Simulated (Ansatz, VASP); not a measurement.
**One calculation of LaTe4, two programs**

The input INCAR:

```
ALGO = Normal ; EDIFF = 1E-6
EDIFFG = -0.01 ; ENCUT = 600
GGA = PE ; IBRION = 2
ISIF = 3 ; ISMEAR = 0
LASPH = True ; LCHARG = False
LREAL = False ; LWAVE = False
NELM = 80 ; NSW = 100
PREC = Accurate ; SIGMA = 0.1
```

The input KPOINTS:

```
k-points
0
Gamma
  8 8 8
```

File POSCAR:

```
LaTe4
1.0
   -3.6565748460      3.6565748460      3.6565748460
    3.6565748460     -3.6565748460      3.6565748460
    3.6565748460      3.6565748460     -3.6565748460
La Te
1 4
Direct
    0.0000000000      0.0000000000      0.0000000000
    0.5000000000      0.5000000000      0.5000000000
    0.0000000000      0.0000000000      0.5000000000
    0.0000000000      0.5000000000      0.0000000000
    0.5000000000      0.0000000000      0.0000000000
```

Input for Ansatz:

```yaml
crystal:
  lattice:
    - [-3.656574846, 3.656574846, 3.656574846]
    - [3.656574846, -3.656574846, 3.656574846]
    - [3.656574846, 3.656574846, -3.656574846]
  atoms:
    - { symbol: La, position: [0.0, 0.0, 0.0] }
    - { symbol: Te, position: [0.5, 0.5, 0.5] }
    - { symbol: Te, position: [0.0, 0.0, 0.5] }
    - { symbol: Te, position: [0.0, 0.5, 0.0] }
    - { symbol: Te, position: [0.5, 0.0, 0.0] }
basis:
  ecutwfc: 420
kpoints:
  mp_grid: { grid: [8, 8, 8] }
hamiltonian:
  xc: pbe
scf:
  occupations: { method: gaussian, width: 0.1 }
output:
  forces: true
  stress: true
  eigenvalues: true
  write_density: true
  write_potential: true
  elf: true
  volumetric_format: npy
relax:
  adjacent_minimum: "off"
  f_tol: 0.01
  max_steps: 80
  cell: { stress_tol: 0.05 }
```

Alike in both runs: task relaxation of cell and atoms; functional PBE; k mesh 8 × 8 × 8; occupations gaussian, width 0.1 eV; no spin polarisation.

|  | VASP | Ansatz |
| --- | --- | --- |
| version | VASP 6.6.1 | Ansatz 0.2.0 |
| potentials or method | VASP PAW PBE potentials, release 64 (La, Te), cutoff 600 eV | scalar-relativistic, plane waves, PAW |
| valence electrons in the cell | 35 | 75 |

|  | VASP | Ansatz | Ansatz less VASP |
| --- | --- | --- | --- |
| gap on the k mesh at the Fermi level, each at its own relaxed structure (eV) | none | none | - |
| relaxed volume (Å³/atom) | 38.91 | 39.00 | +0.084 |
| relaxed cell length with the largest relative difference (Å) | 6.323 | 6.327 | +0.0045 |

A gap of «none» marks a metal or a gap that the smearing closes. VASP's potentials hold 35 valence electrons a cell and Ansatz's 75, so a difference there can come from the potentials and not from the codes.

Spin-orbit coupling is off throughout.
